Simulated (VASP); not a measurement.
# Ta (P6_3/mmc) in VASP: further runs, part 2 of 2

VASP 6.6.1. Earlier steps stand in the parts before.

**4. Single point, LDA**

File INCAR:

```
PREC = Accurate
ENCUT = 520
EDIFF = 1E-6
ISMEAR = 0
SIGMA = 0.15
LREAL = False
LASPH = True
NELM = 80
ALGO = Normal
ISIF = 2
LWAVE = False
LCHARG = True
LELF = True
LVHAR = True
NBANDS = 18
ISYM = 0
```

File KPOINTS:

```
Automatic mesh
0
Gamma
  12 12 8
```

File POSCAR:

```
Ta
1.0
    2.8385205513      0.0000000000      0.0000000000
   -1.4192602757      2.4582309066      0.0000000000
    0.0000000000      0.0000000000      5.0658835747
Ta
2
Direct
    0.6666666667      0.3333333333      0.7500000000
    0.3333333333      0.6666666667      0.2500000000
```

Potentials or basis: VASP PAW LDA potentials, release 64 (Ta_pv).

Command:

```console
cat potpaw_LDA.64/Ta_pv/POTCAR > POTCAR
mpirun -np 1 vasp_std > vasp.out
```

OUTCAR:

```text
PREC = Accurate
   ENCUT = 520
   EDIFF = 1E-6
   ISMEAR = 0
   LREAL = False
   LASPH = True
   NELM = 80
   ISIF = 2
   ISYM = 0

 ion  position               nearest neighbor table
   1  0.667  0.333  0.750-   2 3.02   2 3.02   2 3.02   2 3.02   2 3.02   2 3.02
   2  0.333  0.667  0.250-   1 3.02   1 3.02   1 3.02   1 3.02   1 3.02   1 3.02

IMPORTANT INFORMATION: All symmetrisations will be switched off!
NOSYMM: (Re-)initialisation of all symmetry stuff for point group C_1.

----------------------------------------------------------------------------------------

                                     Primitive cell

  volume of cell :      35.3484

  direct lattice vectors                    reciprocal lattice vectors
     2.838520551  0.000000000  0.000000000     0.352296199  0.203398305  0.000000000
    -1.419260276  2.458230907  0.000000000     0.000000000  0.406796610  0.000000000
     0.000000000  0.000000000  5.065883575     0.000000000  0.000000000  0.197398931

  length of vectors
     2.838520551  2.838520551  5.065883575     0.406796610  0.406796610  0.197398931

  position of ions in fractional coordinates (direct lattice)
     0.666666667  0.333333333  0.750000000
     0.333333333  0.666666667  0.250000000

  ion indices of the primitive-cell ions
   primitive index   ion index
                 1           1
                 2           2

----------------------------------------------------------------------------------------

 KPOINTS: Automatic mesh

Automatic generation of k-mesh.
 Grid dimensions read from file:
 generate k-points for:   12   12    8

 Generating k-lattice:

  Cartesian coordinates                     Fractional coordinates (reciprocal lattice)
     0.029358017  0.016949859  0.000000000     0.083333333  0.000000000  0.000000000
     0.000000000  0.033899718  0.000000000     0.000000000  0.083333333  0.000000000
     0.000000000  0.000000000  0.024674866     0.000000000  0.000000000  0.125000000

  Length of vectors
     0.033899718  0.033899718  0.024674866

  Shift w.r.t. Gamma in fractional coordinates (k-lattice)
     0.000000000  0.000000000  0.000000000

 Subroutine IBZKPT returns following result:
 ===========================================

 Found    580 irreducible k-points:

 Following reciprocal coordinates:
            Coordinates               Weight
  0.000000  0.000000  0.000000      1.000000
  0.083333  0.000000  0.000000      2.000000
  0.000000  0.083333  0.000000      2.000000
 -0.083333  0.083333  0.000000      2.000000
  0.166667  0.000000  0.000000      2.000000
  0.000000  0.166667  0.000000      2.000000
[... 16 lines left out ...]
  0.166667  0.083333  0.000000      2.000000
 -0.083333  0.250000  0.000000      2.000000
 [... further k-points ...]
   k-points           NKPTS =    580   k-points in BZ     NKDIM =    580   number of bands    NBANDS=     18
   number of dos      NEDOS =    301   number of ions     NIONS =      2
   total plane-waves  NPLWV =  23040
   dimension x,y,z NGX =    24 NGY =   24 NGZ =   40
   dimension x,y,z NGXF=    48 NGYF=   48 NGZF=   80
   ions per type =               2
   NGX,Y,Z   is equivalent  to a cutoff of  14.06, 14.06, 13.13 a.u.
   NGXF,Y,Z  is equivalent  to a cutoff of  28.11, 28.11, 26.25 a.u.
 SYSTEM =  unknown system
   PREC   = accura    normal or accurate (medium, high low for compatibility)
   ISTART =      0    job   : 0-new  1-cont  2-samecut
   ICHARG =      2    charge: 1-file 2-atom 10-const
   ISPIN  =      1    spin polarized calculation?
   LNONCOLLINEAR =      F non collinear calculations
   LSORBIT =      F    spin-orbit coupling
   LASPH  =      T    aspherical Exc in radial PAW
   ENCUT  =  520.0 eV  38.22 Ry    6.18 a.u.   5.28  5.28  9.42*2*pi/ulx,y,z
   NELM   =     80;   NELMIN=  2; NELMDL= -5     # of ELM steps
   EDIFF  = 0.1E-05   stopping-criterion for ELM
   LREAL  =      F    real-space projection
   EDIFFG = 0.1E-04   stopping-criterion for IOM
   NSW    =      0    number of steps for IOM
   IBRION =     -1    ionic relax: 0-MD 1-quasi-New 2-CG
   NFREE  =      0    steps in history (QN), initial steepest desc. (CG)
   ISIF   =      2    stress and relaxation
   ISYM   =      0    0-nonsym 1-usesym 2-fastsym
   POTIM  = 0.5000    time-step for ionic-motion
   TEBEG  =    0.0;   TEEND  =   0.0 temperature during run
   PSTRESS=    0.0 pullay stress
   NELECT =      22.0000    total number of electrons
   NUPDOWN=      -1.0000    fix difference up-down
   EMIN   =  10.00;   EMAX   =-10.00  energy-range for DOS
   EFERMI =   0.00;   METHOD = LEGACY
   ISMEAR =     0;   SIGMA  =   0.15  broadening in eV -4-tet -1-fermi 0-gaus
   EFERMI_NEDOS =   21; number of points for ismear=-14 and -15
   IALGO  =     38    algorithm
   IMIX   =      4    mixing-type and parameters
     AMIX     =   0.40;   BMIX     =  1.00
     AMIX_MAG =   1.60;   BMIX_MAG =  1.00
  volume/ion in A,a.u.               =      17.67       119.27
  Fermi-wavevector in a.u.,A,eV,Ry     =   1.397738  2.641342 26.581312  1.953671
  Thomas-Fermi vector in A             =   2.520965
   LORBIT       =      0    0 simple, 1 ext, 2 COOP (PROOUT), +10 PAW based schemes
   GGA     = CA    functional components
   LHFCALC =     F    Hartree Fock is set to
   AEXX    =    0.0000 exact exchange contribution
   IVDW    =     0    specifies the selected vdW correction
   LEPSILON=     F    determine dielectric tensor
   LRPA    =     F    only Hartree local field effects (RPA)
 non-spin polarized calculation
 Gauss-broadening in eV      SIGMA  =   0.15
  energy-cutoff  :      520.00
  volume of cell :       35.35
 maximum number of plane-waves:       972
 NGX is ok and might be reduce to    24
   NGX = 11   NGY = 11   NGZ = 19

 number of electron      21.9999998 magnetization

 Free energy of the ion-electron system (eV)
  ---------------------------------------------------
  ext. energy  EPLUGINS =         0.00000000
  ---------------------------------------------------
  free energy    TOTEN  =       -25.06521456 eV

  energy without entropy =      -25.04168067  energy(sigma->0) =      -25.05344761

 E-fermi :   5.9970     XC(G=0): -12.8795

 val. band max:        5.9895027816   @ k =  -0.1667  -0.4167   0.5000
 cond. band min:       6.0030656103   @ k =  -0.3333   0.3333   0.0000
 fundamental gap:      0.0135628287
 Fermi energy:         5.9970465554

 k-point     1 :       0.0000    0.0000    0.0000
  band No.  band energies     occupation
      1     -28.4051      2.00000
      2     -27.3845      2.00000
      3     -27.2423      2.00000
      4     -27.2423      2.00000
      5     -27.1413      2.00000
      6     -27.1413      2.00000
[... 10 lines left out ...]
     17      11.4179      0.00000
     18      11.4179      0.00000

 k-point     2 :       0.0833    0.0000    0.0000
  band No.  band energies     occupation
      1     -28.3775      2.00000
      2     -27.3875      2.00000
      3     -27.3326      2.00000
      4     -27.2666      2.00000
      5     -27.2338      2.00000
      6     -27.1576      2.00000
[... 10 lines left out ...]
     17      11.5378      0.00000
     18      12.0462      0.00000

 k-point     3 :       0.0000    0.0833    0.0000
  band No.  band energies     occupation
      1     -28.3775      2.00000
      2     -27.3875      2.00000
      3     -27.3326      2.00000
      4     -27.2666      2.00000
      5     -27.2338      2.00000
      6     -27.1576      2.00000
[... 10 lines left out ...]
     17      11.5378      0.00000
     18      12.0462      0.00000

 k-point     4 :      -0.0833    0.0833    0.0000
  band No.  band energies     occupation
      1     -28.3775      2.00000
      2     -27.3875      2.00000
      3     -27.3326      2.00000
      4     -27.2666      2.00000
      5     -27.2338      2.00000
      6     -27.1576      2.00000
[... 375 lines left out ...]
      4     -27.3943      2.00000
      5     -27.2960      2.00000
      6     -27.1995      2.00000
[... 10 lines left out ...]
     17      11.5794      0.00000
     18      13.0391      0.00000

 k-point    23 :       0.1667    0.0833    0.0000
  band No.  band energies     occupation
      1     -28.2265      2.00000
      2     -27.7530      2.00000
      3     -27.6870      2.00000
      4     -27.4114      2.00000
      5     -27.3859      2.00000
      6     -27.2690      2.00000
[... 10 lines left out ...]
     17      11.6066      0.00000
     18      14.4193      0.00000

 k-point    24 :      -0.0833    0.2500    0.0000
  band No.  band energies     occupation
      1     -28.2265      2.00000
      2     -27.7530      2.00000
      3     -27.6870      2.00000
      4     -27.4114      2.00000
      5     -27.3859      2.00000
      6     -27.2690      2.00000
[... 10 lines left out ...]
     17      11.6066      0.00000
     18      14.4193      0.00000

 [... further k-points ...]
[... 5 lines left out ...]
  --------------------------------------------------------------------------------------
  -------------------------------------------------------------------------------------
  Total        0.0646544      0.0646526      0.2589900      0.0000030      0.0000032     -0.0000008
  in kB        2.9304821      2.9303999     11.7387991      0.0001354      0.0001433     -0.0000381
  external PRESSURE =       5.8665604 kB  Pullay stress =       0.0000000 kB

 VOLUME and BASIS-vectors are now :
 -----------------------------------------------------------------------------
  energy-cutoff  :      520.00
  volume of cell :       35.35
      direct lattice vectors                 reciprocal lattice vectors
     2.838520551  0.000000000  0.000000000     0.352296199  0.203398305  0.000000000
    -1.419260276  2.458230907  0.000000000     0.000000000  0.406796610  0.000000000
     0.000000000  0.000000000  5.065883575     0.000000000  0.000000000  0.197398931

 POSITION                                       TOTAL-FORCE (eV/Angst)
 -----------------------------------------------------------------------------------
      1.41926      0.81941      3.79941        -0.000000      0.000000     -0.000000
     -0.00000      1.63882      1.26647         0.000000     -0.000000      0.000000
 -----------------------------------------------------------------------------------
    total drift:                                0.000001      0.000000     -0.000001

  FREE ENERGIE OF THE ION-ELECTRON SYSTEM (eV)
  ---------------------------------------------------
  free  energy   TOTEN  =       -25.0652145569 eV

  energy  without entropy=      -25.0416806677  energy(sigma->0) =      -25.05344761
```

OSZICAR:

```text
N       E                     dE             d eps       ncg     rms          rms(c)
DAV:   1     0.169208223814E+03    0.16921E+03   -0.12848E+04 20912   0.127E+03
DAV:   2    -0.217511810083E+02   -0.19096E+03   -0.18776E+03 25702   0.358E+02
DAV:   3    -0.259631129107E+02   -0.42119E+01   -0.41542E+01 24892   0.500E+01
DAV:   4    -0.259927481329E+02   -0.29635E-01   -0.29593E-01 23872   0.434E+00
DAV:   5    -0.259929717455E+02   -0.22361E-03   -0.22360E-03 23642   0.355E-01    0.195E+01
DAV:   6    -0.252951032396E+02    0.69787E+00   -0.68672E-01 23426   0.710E+00    0.947E+00
DAV:   7    -0.250695333582E+02    0.22557E+00   -0.57911E-01 23854   0.615E+00    0.446E-01
DAV:   8    -0.250652394704E+02    0.42939E-02   -0.87574E-03 23348   0.879E-01    0.103E-01
DAV:   9    -0.250652173953E+02    0.22075E-04   -0.16385E-04 25056   0.955E-02    0.568E-02
DAV:  10    -0.250652152137E+02    0.21816E-05   -0.26683E-05 25442   0.355E-02    0.658E-03
DAV:  11    -0.250652145569E+02    0.65684E-06   -0.55749E-06 21292   0.190E-02
   1 F= -.25065215E+02 E0= -.25053448E+02  d E =-.235339E-01
```

Run time: 84 s. Hardware: 1 thread of Intel Xeon 6975P-C (Granite Rapids), shared host; peak memory 0.39 GiB.

Results:

- Free energy: -25.0652 eV
- Pressure: 0.6 GPa
- Band gap on the k mesh: zero (bands 11 and 12 overlap by 2.64 eV)

Stress tensor (GPa, compression positive):
```
0.29 0.00 0.00
0.00 0.29 0.00
0.00 0.00 1.17
```

Caveat: spin-orbit coupling is left out, which moves the levels of the heavy elements.

**5. Summary**

```tsv
task	cell	k mesh	cutoff (eV)	smearing	gap on the mesh (eV)	pressure (GPa)
single point	a = 2.839, b = 2.839, c = 5.066 Å, angles 90.0, 90.0, 120.0°, 2 atoms	18 × 18 × 8	520	gaussian 0.1 eV	none	0.8
relaxation of cell and atoms	relaxed from a = 2.825, b = 2.825, c = 5.077 Å, angles 90.0, 90.0, 120.0°, 2 atoms	18 × 18 × 8	600	gaussian 0.1 eV	none	0.0
single point	a = 2.839, b = 2.839, c = 5.066 Å, angles 90.0, 90.0, 120.0°, 2 atoms	12 × 12 × 8	520	gaussian 0.15 eV	none	0.6
```

Alike in all rows: level LDA; potentials or basis VASP PAW LDA potentials, release 64 (Ta_pv); no spin polarisation.

Caveats: spin-orbit coupling is left out, which moves the levels of the heavy elements.

Total energies depend on the potentials used, so only differences within one code and one set of settings carry meaning.
